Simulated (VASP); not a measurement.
# Ba2BiSb2 (Immm) in VASP: single point with PBE

Aim: the single point of Ba2BiSb2 with PBE.

Program: VASP 6.6.1. These are calculated values, not measurements. Logs are shortened: lines on timing, memory, paths and dates and some standing lists are left out, and cuts for length are marked.

## Step 1: The cell of the first run

The structure is orthorhombic, space group Immm (No. 71). Conventional cell: a = 4.803 Å, b = 7.688 Å, c = 9.900 Å, α = 90.00°, β = 90.00°, γ = 90.00°. Within 4.7 Å of Ba (site symmetry mm2) lie 6 Sb at 3.59 to 3.60 Å and 4 Bi at 3.67 to 4.42 Å and 5 Ba at 4.36 to 4.57 Å. Sb (site symmetry m2m) has 1 Sb at 3.10 Å and 2 Bi at 3.32 Å and 6 Ba at 3.59 to 3.60 Å within 4.1 Å. Bi (site symmetry mmm) has 4 Sb at 3.32 Å and 4 Ba at 3.67 Å within 4.4 Å.

## Step 2: Single point, PBE

INCAR reads:

```
SYSTEM = Ba2BiSb2
PREC = Accurate
ENCUT = 520
EDIFF = 1E-7
ISMEAR = -1
SIGMA = 0.08
LREAL = .False.
LASPH = .True.
NELM = 100
ALGO = Normal
ISIF = 2
LWAVE = .False.
LCHARG = .False.
GGA = PE
ISYM = 0
NBANDS = 30
```

KPOINTS reads:

```
regular mesh
0
Gamma
  5 7 7
  0 0 0
```

POSCAR reads:

```
Ba2BiSb2
1.0
   -2.4013000000      3.8439000000      4.9500000000
    2.4013000000     -3.8439000000      4.9500000000
    2.4013000000      3.8439000000     -4.9500000000
Ba Sb Bi
2 2 1
Direct
    0.7202100000      0.2202100000      0.5000000000
    0.2797900000      0.7797900000      0.5000000000
    0.7016000000      0.5000000000      0.2016000000
    0.2984000000      0.5000000000      0.7984000000
    0.0000000000      0.0000000000      0.0000000000
```

Potentials or basis: VASP PAW PBE potentials, release 64 (Ba_sv, Sb, Bi_d).

The run is started by

```console
> cat potpaw_PBE.64/Ba_sv/POTCAR potpaw_PBE.64/Sb/POTCAR potpaw_PBE.64/Bi_d/POTCAR > POTCAR
> mpirun -np 1 vasp_std > vasp.out
```

OUTCAR:

```text
SYSTEM = Ba2BiSb2
   PREC = Accurate
   ENCUT = 520
   EDIFF = 1E-7
   ISMEAR = -1
   LREAL = .False.
   LASPH = .True.
   NELM = 100
   ISIF = 2
   GGA = PE
   ISYM = 0

 ion  position               nearest neighbor table
   1  0.720  0.220  0.500-   4 3.59   4 3.59   3 3.59   3 3.59   3 3.60   4 3.60   5 3.67   5 3.67
                             2 4.36   2 4.57   2 4.57   2 4.57   2 4.57
   2  0.280  0.780  0.500-   3 3.59   4 3.59   3 3.59   4 3.59   4 3.60   3 3.60   5 3.67   5 3.67
                             1 4.36   1 4.57   1 4.57   1 4.57   1 4.57
   3  0.702  0.500  0.202-   4 3.10   5 3.32   5 3.32   2 3.59   1 3.59   2 3.59   1 3.59   1 3.60
                             2 3.60
   4  0.298  0.500  0.798-   3 3.10   5 3.32   5 3.32   1 3.59   1 3.59   2 3.59   2 3.59   2 3.60
                             1 3.60
   5  0.000  0.000  0.000-   4 3.32   3 3.32   4 3.32   3 3.32   2 3.67   1 3.67   1 3.67   2 3.67

IMPORTANT INFORMATION: All symmetrisations will be switched off!
NOSYMM: (Re-)initialisation of all symmetry stuff for point group C_1.

----------------------------------------------------------------------------------------

                                     Primitive cell

  volume of cell :     182.7611

  direct lattice vectors                    reciprocal lattice vectors
    -2.401300000  3.843900000  4.950000000     0.000000000  0.130076225  0.101010101
     2.401300000 -3.843900000  4.950000000     0.208220547  0.000000000  0.101010101
     2.401300000  3.843900000 -4.950000000     0.208220547  0.130076225  0.000000000

  length of vectors
     6.711505710  6.711505710  6.711505710     0.164690208  0.231427822  0.245510938

  position of ions in fractional coordinates (direct lattice)
     0.720210000  0.220210000  0.500000000
     0.279790000  0.779790000  0.500000000
     0.701600000  0.500000000  0.201600000
     0.298400000  0.500000000  0.798400000
     0.000000000  0.000000000  0.000000000

  ion indices of the primitive-cell ions
   primitive index   ion index
                 1           1
                 2           2
                 3           3
                 4           4
                 5           5

----------------------------------------------------------------------------------------

 KPOINTS: regular mesh

Automatic generation of k-mesh.
 Grid dimensions read from file:
 generate k-points for:    5    7    7

 Generating k-lattice:

  Cartesian coordinates                     Fractional coordinates (reciprocal lattice)
     0.000000000  0.026015245  0.020202020     0.200000000  0.000000000  0.000000000
     0.029745792  0.000000000  0.014430014    -0.000000000  0.142857143  0.000000000
     0.029745792  0.018582318  0.000000000    -0.000000000  0.000000000  0.142857143

  Length of vectors
     0.032938042  0.033061117  0.035072991

  Shift w.r.t. Gamma in fractional coordinates (k-lattice)
     0.000000000  0.000000000  0.000000000

 -----------------------------------------------------------------------------
|                                                                             |
|           W    W    AA    RRRRR   N    N  II  N    N   GGGG   !!!           |
|           W    W   A  A   R    R  NN   N  II  NN   N  G    G  !!!           |
|           W    W  A    A  R    R  N N  N  II  N N  N  G       !!!           |
|           W WW W  AAAAAA  RRRRR   N  N N  II  N  N N  G  GGG   !            |
|           WW  WW  A    A  R   R   N   NN  II  N   NN  G    G                |
|           W    W  A    A  R    R  N    N  II  N    N   GGGG   !!!           |
|                                                                             |
|     Your reciprocal lattice and k-lattice belong to different lattice       |
|     classes:                                                                |
|                                                                             |
|        The reciprocal lattice is face-centered orthorhombic,                |
|        whereas your k-lattice is triclinic.                                 |
|                                                                             |
|     Results are often still useful ...                                      |
|                                                                             |
 -----------------------------------------------------------------------------

 WARNING: IBZKPT: internal override: KBLOWUP is changed to .FALSE.
      ... skipping the blow-up phase ...

 Subroutine IBZKPT returns following result:
 ===========================================

 Found    123 irreducible k-points:

 Following reciprocal coordinates:
            Coordinates               Weight
  0.000000  0.000000  0.000000      1.000000
  0.200000 -0.000000  0.000000      2.000000
  0.400000 -0.000000  0.000000      2.000000
 -0.000000  0.142857  0.000000      2.000000
  0.200000  0.142857  0.000000      2.000000
  0.400000  0.142857  0.000000      2.000000
[... 16 lines left out ...]
 -0.200000  0.000000  0.142857      2.000000
 -0.000000  0.142857  0.142857      2.000000
 [... further k-points ...]
   k-points           NKPTS =    123   k-points in BZ     NKDIM =    123   number of bands    NBANDS=     30
   number of dos      NEDOS =    301   number of ions     NIONS =      5
   total plane-waves  NPLWV = 125000
   dimension x,y,z NGX =    50 NGY =   50 NGZ =   50
   dimension x,y,z NGXF=   100 NGYF=  100 NGZF=  100
   ions per type =               2   2   1
   NGX,Y,Z   is equivalent  to a cutoff of  12.39, 12.39, 12.39 a.u.
   NGXF,Y,Z  is equivalent  to a cutoff of  24.77, 24.77, 24.77 a.u.
 SYSTEM =  Ba2BiSb2
   PREC   = accura    normal or accurate (medium, high low for compatibility)
   ISTART =      0    job   : 0-new  1-cont  2-samecut
   ICHARG =      2    charge: 1-file 2-atom 10-const
   ISPIN  =      1    spin polarized calculation?
   LNONCOLLINEAR =      F non collinear calculations
   LSORBIT =      F    spin-orbit coupling
   LASPH  =      T    aspherical Exc in radial PAW
   ENCUT  =  520.0 eV  38.22 Ry    6.18 a.u.  12.48 12.48 12.48*2*pi/ulx,y,z
   NELM   =    100;   NELMIN=  2; NELMDL= -5     # of ELM steps
   EDIFF  = 0.1E-06   stopping-criterion for ELM
   LREAL  =      F    real-space projection
   EDIFFG = 0.1E-05   stopping-criterion for IOM
   NSW    =      0    number of steps for IOM
   IBRION =     -1    ionic relax: 0-MD 1-quasi-New 2-CG
   NFREE  =      0    steps in history (QN), initial steepest desc. (CG)
   ISIF   =      2    stress and relaxation
   ISYM   =      0    0-nonsym 1-usesym 2-fastsym
   POTIM  = 0.5000    time-step for ionic-motion
   TEBEG  =    0.0;   TEEND  =   0.0 temperature during run
   PSTRESS=    0.0 pullay stress
   NELECT =      45.0000    total number of electrons
   NUPDOWN=      -1.0000    fix difference up-down
   EMIN   =  10.00;   EMAX   =-10.00  energy-range for DOS
   EFERMI =   0.00;   METHOD = LEGACY
   ISMEAR =    -1;   SIGMA  =   0.08  broadening in eV -4-tet -1-fermi 0-gaus
   EFERMI_NEDOS =   21; number of points for ismear=-14 and -15
   IALGO  =     38    algorithm
   IMIX   =      4    mixing-type and parameters
     AMIX     =   0.40;   BMIX     =  1.00
     AMIX_MAG =   1.60;   BMIX_MAG =  1.00
  volume/ion in A,a.u.               =      36.55       246.67
  Fermi-wavevector in a.u.,A,eV,Ry     =   1.026088  1.939024 14.324972  1.052856
  Thomas-Fermi vector in A             =   2.159962
   LORBIT       =      0    0 simple, 1 ext, 2 COOP (PROOUT), +10 PAW based schemes
   GGA     = PE    functional components
   LHFCALC =     F    Hartree Fock is set to
   AEXX    =    0.0000 exact exchange contribution
   IVDW    =     0    specifies the selected vdW correction
   LEPSILON=     F    determine dielectric tensor
   LRPA    =     F    only Hartree local field effects (RPA)
 non-spin polarized calculation
  energy-cutoff  :      520.00
  volume of cell :      182.76
 maximum number of plane-waves:      4946
 NGX is ok and might be reduce to    50
   NGX = 25   NGY = 25   NGZ = 25

 number of electron      44.9999995 magnetization

 Free energy of the ion-electron system (eV)
  ---------------------------------------------------
  ext. energy  EPLUGINS =         0.00000000
  ---------------------------------------------------
  free energy    TOTEN  =       -20.14556200 eV

  energy without entropy =      -20.09947167  energy(sigma->0) =      -20.12251684

 E-fermi :   4.7235     XC(G=0):  -9.0889

 val. band max:        4.7233994284   @ k =  -0.0000   0.1429   0.1429
 cond. band min:       4.7286845314   @ k =   0.4000   0.2857   0.4286
 fundamental gap:      0.0052851029
 Fermi energy:         4.7235066824

 k-point     1 :       0.0000    0.0000    0.0000
  band No.  band energies     occupation
      1     -23.2121      2.00000
      2     -23.1780      2.00000
      3     -17.8788      2.00000
      4     -17.8751      2.00000
      5     -17.7394      2.00000
      6     -17.7362      2.00000
[... 22 lines left out ...]
     29       8.2480      0.00000
     30       8.7797      0.00000

 k-point     2 :       0.2000   -0.0000    0.0000
  band No.  band energies     occupation
      1     -23.2091      2.00000
      2     -23.1809      2.00000
      3     -17.8787      2.00000
      4     -17.8751      2.00000
      5     -17.7394      2.00000
      6     -17.7361      2.00000
[... 22 lines left out ...]
     29       8.2690      0.00000
     30       8.7520      0.00000

 k-point     3 :       0.4000   -0.0000    0.0000
  band No.  band energies     occupation
      1     -23.2019      2.00000
      2     -23.1879      2.00000
      3     -17.8786      2.00000
      4     -17.8751      2.00000
      5     -17.7394      2.00000
      6     -17.7360      2.00000
[... 22 lines left out ...]
     29       7.8931      0.00000
     30       8.5931      0.00000

 k-point     4 :      -0.0000    0.1429    0.0000
  band No.  band energies     occupation
      1     -23.2093      2.00000
      2     -23.1785      2.00000
      3     -17.8781      2.00000
      4     -17.8757      2.00000
      5     -17.7395      2.00000
      6     -17.7361      2.00000
[... 616 lines left out ...]
     29       8.0357      0.00000
     30       8.3555      0.00000

 k-point    23 :      -0.2000    0.0000    0.1429
  band No.  band energies     occupation
      1     -23.2087      2.00000
      2     -23.1790      2.00000
      3     -17.8780      2.00000
      4     -17.8757      2.00000
      5     -17.7394      2.00000
      6     -17.7361      2.00000
[... 22 lines left out ...]
     29       8.5104      0.00000
     30       8.8616      0.00000

 k-point    24 :      -0.0000    0.1429    0.1429
  band No.  band energies     occupation
      1     -23.2026      2.00000
      2     -23.1797      2.00000
      3     -17.8771      2.00000
      4     -17.8765      2.00000
      5     -17.7396      2.00000
      6     -17.7360      2.00000
[... 22 lines left out ...]
     29       8.3197      0.00000
     30       8.5033      0.00000

 [... further k-points ...]
[... 5 lines left out ...]
  --------------------------------------------------------------------------------------
  -------------------------------------------------------------------------------------
  Total        1.2334610      0.6388155      2.3835530     -0.0027967     -0.0004037     -0.0039702
  in kB       10.8131520      5.6001847     20.8954486     -0.0245172     -0.0035391     -0.0348046
  external PRESSURE =      12.4362618 kB  Pullay stress =       0.0000000 kB

 VOLUME and BASIS-vectors are now :
 -----------------------------------------------------------------------------
  energy-cutoff  :      520.00
  volume of cell :      182.76
      direct lattice vectors                 reciprocal lattice vectors
    -2.401300000  3.843900000  4.950000000     0.000000000  0.130076225  0.101010101
     2.401300000 -3.843900000  4.950000000     0.208220547  0.000000000  0.101010101
     2.401300000  3.843900000 -4.950000000     0.208220547  0.130076225  0.000000000

 POSITION                                       TOTAL-FORCE (eV/Angst)
 -----------------------------------------------------------------------------------
      0.00000      3.84390      2.18008         0.000865     -0.000961     -0.032153
      2.40130     -0.00000      2.76992        -0.000864      0.000961      0.032154
      0.00000      1.54986      4.95000        -0.004270      0.064260     -0.001225
      2.40130      2.29404      0.00000         0.004270     -0.064261      0.001225
      0.00000      0.00000      0.00000        -0.000000     -0.000000     -0.000000
 -----------------------------------------------------------------------------------
    total drift:                                0.000001      0.000001     -0.000000

  FREE ENERGIE OF THE ION-ELECTRON SYSTEM (eV)
  ---------------------------------------------------
  free  energy   TOTEN  =       -20.1455620048 eV

  energy  without entropy=      -20.0994716705  energy(sigma->0) =      -20.12251684
```

Run time: 8.3 min. Hardware: 1 thread of Intel Xeon 6975P-C (Granite Rapids), shared host; peak memory 0.8 GiB.

What came out:

```
Free energy   : -20.1456 eV
Pressure      : 1.2 GPa
Largest force : 0.064 eV/Å
```

Forces in eV/Å, atoms in the order of the input:
```
Ba   0.001 -0.001 -0.032
Ba  -0.001  0.001  0.032
Sb  -0.004  0.064 -0.001
Sb   0.004 -0.064  0.001
Bi   0.000  0.000  0.000
```

Stress tensor (GPa, compression positive):
```
1.08 0.00 0.00
0.00 0.56 0.00
0.00 0.00 2.09
```

Caveat: spin-orbit coupling is left out, which moves the levels of the heavy elements.
